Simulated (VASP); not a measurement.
Runs of VASP 6.6.1 on Re. The structure is that of space group Fm-3m (No. 225), or close to it. The cells are those of the table. This isn't the form of Re at room conditions, which is hcp.

| task | level | potentials or basis | spin | U | cell | k mesh | cutoff (eV) | smearing | gap on the mesh (eV) | pressure (GPa) |
| --- | --- | --- | --- | --- | --- | --- | --- | --- | --- | --- |
| relaxation of cell and atoms | LDA | VASP PAW LDA potentials, release 64 (Re_sv_GW) | off | - | relaxed from a = 2.793 Å, angles 60.0°, 1 atom | 12 × 12 × 12 | 560 | fermi-dirac 0.05 eV | none | 0.0 |
| single point | PBE exchange alone | VASP PAW PBE potentials, release 64 (Re) | off | - | a = 2.866 Å, angles 60.0°, 1 atom | 12 × 12 × 12 | 600 | methfessel-paxton 0.01 eV | none | -3.2 |
| single point | PBEsol+D4+U | VASP PAW PBE potentials, release 64 (Re_sv_GW) | off | Re d U = 7.0 eV | a = 2.793 Å, angles 60.0°, 1 atom | 12 × 12 × 12 | 560 | fermi-dirac 0.15 eV | none | (a) |
| single point | LDA | VASP PAW LDA potentials, release 64 (Re) | non-collinear, zero start, SOC | - | a = 2.793 Å, angles 60.0°, 1 atom | 9 × 9 × 9 | 520 | gaussian 0.05 eV | - | -22.0 |
| single point | LDA | VASP PAW LDA potentials, release 64 (Re) | off | - | a = 2.793 Å, angles 60.0°, 1 atom | 12 × 12 × 12 | 520 | gaussian 0.05 eV | none | -23.1 |

Q: Fill in the values left out.

A: (a) -14.8.

Caveats: spin-orbit coupling is left out, which moves the levels of the heavy elements (at least some runs); the cell stands under tension (at least some runs); the PAW data sets were made with another functional, which shifts forces and pressure a little (at least some runs); U without spin polarisation on a metal has little footing (at least some runs); the U is typed as a test and isn't derived for this compound (at least some runs).

A k mesh can miss the band edges, and rows without SOC leave out spin-orbit coupling on Re.

A gap of «none» marks levels without a gap at the run's occupations.

The runs don't all hold the same shells in valence.
